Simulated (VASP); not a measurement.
A run of VASP 6.6.1:

POSCAR

```
H11C2NO4
1.0
    5.9154820000      0.0000000000      0.0000000000
    0.0000000000      5.9154820000      0.0000000000
    0.0000000000      0.0000000000      5.9154820000
O H C N
4 11 2 1
Direct
    0.3086139050      0.2489737945      0.3008884145
    0.7022420151      0.9637929758      0.0761391887
    0.2750747953      0.7222403855      0.0414505530
    0.9539205765      0.9198743230      0.7009910604
    0.3055541374      0.3972119263      0.2264228004
    0.2873476751      0.1393631153      0.1835015304
    0.7679340416      0.9994620895     -0.0656920264
    0.6736898194      1.1130792047      0.1388052571
    0.2042099021      0.7868674100     -0.0905251677
    0.4395077189      0.7736647665      0.0416196009
    0.8912037937      0.7756595321      0.6822436447
    1.0493819439      0.9733441840      0.5742220161
    0.7326030237      0.5000606882      0.8878904542
    0.5870865637      0.3194160679      0.6864191287
    0.8441408494      0.4747880223      0.6100939873
    0.7012108227      0.4779154091      0.7161546599
    0.5522626897      0.6600983656      0.6223330576
    0.4274207917      0.7761666759      0.5351043246
```

INCAR.step1

```
SYSTEM = H11C2NO4
PREC     = Accurate       ! precision mode
ENCUT    = 580            ! plane-wave cutoff, eV
ISMEAR   = -1             ! smearing method
SIGMA    = 0.02           ! smearing width, eV
LREAL    = .False.        ! projectors in reciprocal space
LASPH    = .True.         ! aspherical terms in the spheres
NELM     = 120            ! most SCF steps
NBANDS   = 39             ! bands
GGA      = PE             ! functional
ALGO     = Normal         ! electronic algorithm
EDIFF    = 1E-5           ! SCF threshold, eV
LWAVE    = .True.         ! write WAVECAR
LCHARG   = .False.        ! write CHGCAR
GGA_COMPAT= .False.
```

INCAR.step2

```
SYSTEM = H11C2NO4
PREC     = Accurate       ! precision mode
ENCUT    = 580            ! plane-wave cutoff, eV
EDIFF    = 1E-6           ! SCF threshold, eV
ISMEAR   = -1             ! smearing method
SIGMA    = 0.02           ! smearing width, eV
LREAL    = .False.        ! projectors in reciprocal space
LASPH    = .True.         ! aspherical terms in the spheres
NELM     = 120            ! most SCF steps
ALGO     = Normal         ! electronic algorithm
ISIF     = 2              ! what is computed and relaxed
LWAVE    = .False.        ! write WAVECAR
LCHARG   = .True.         ! write CHGCAR
METAGGA  = R2SCAN         ! meta-GGA
LMIXTAU  = .True.       
IVDW     = 12             ! dispersion correction
VDW_S6   = 1.0          
VDW_S8   = 0.78981345   
VDW_A1   = 0.49484001   
VDW_A2   = 5.73083694   
LELF     = .True.         ! ELF
LVHAR    = .True.       
NBANDS   = 39             ! bands
ISTART   = 1            
GGA_COMPAT= .False.
```

File KPOINTS:

```
regular mesh
0
Gamma
  1 1 1
  0 0 0
```

Potentials or basis: VASP PAW PBE potentials, release 64 (O, H, C, N).

Launch:

```bash
$ cat potpaw_PBE.64/O/POTCAR potpaw_PBE.64/H/POTCAR potpaw_PBE.64/C/POTCAR potpaw_PBE.64/N/POTCAR > POTCAR
$ cp INCAR.step1 INCAR
$ mpirun -np 1 vasp_gam > vasp.out
$ cp INCAR.step2 INCAR
$ mpirun -np 1 vasp_gam > vasp.out
```

Hardware: 1 thread of AMD EPYC 9R14 (Zen 4) (shared host).

Q: Estimate the wall time of this run.

A: Run time: 100 s on 1 thread of AMD EPYC 9R14 (Zen 4), with other jobs on the host, peak memory 0.3 GiB. Counts: k points 1.
